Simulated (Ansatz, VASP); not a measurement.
# One calculation of Mg3Sn2N2, two programs

```
CELL_PARAMETERS angstrom
7.39217 0.00000 0.00000
-3.69609 6.40181 0.00000
0.00000 0.00000 3.71206
ATOMIC_POSITIONS crystal
Mg 0.23763 0.00000 0.00000
Mg 0.00000 0.23763 0.00000
Mg 0.76237 0.76237 0.00000
Sn 0.33333 0.66667 0.00000
Sn 0.66667 0.33333 0.00000
N 0.00000 0.00000 0.67079
N 0.00000 0.00000 0.32921
```

Alike in both runs: functional PBE; k mesh 3 × 3 × 4; occupations gaussian, width 0.2 eV; no spin polarisation.

Ansatz relaxed the structure, and its values are those at the end. VASP's run is a single point on that final structure, the one shown.

|  | VASP | Ansatz |
| --- | --- | --- |
| version | VASP 6.6.1 | Ansatz 0.2.0 |
| potentials or method | VASP PAW PBE potentials, release 64 (Mg, Sn_d, N), cutoff 520 eV | scalar-relativistic, plane waves, PAW |
| valence electrons in the cell | 44 | 68 |

```csv
,VASP,Ansatz,Ansatz less VASP
gap on the k mesh at the Fermi level (eV),none,none,-
pressure (GPa),0.1,0.2,+0.07
rms of the force components (eV/Å),0.051,0.003,-0.0476
```

A gap of «none» marks a metal or a gap that the smearing closes. VASP's potentials hold 44 valence electrons a cell and Ansatz's 68, so a difference there can come from the potentials and not from the codes.

The k mesh is coarse, so the values compare programs but aren't converged.
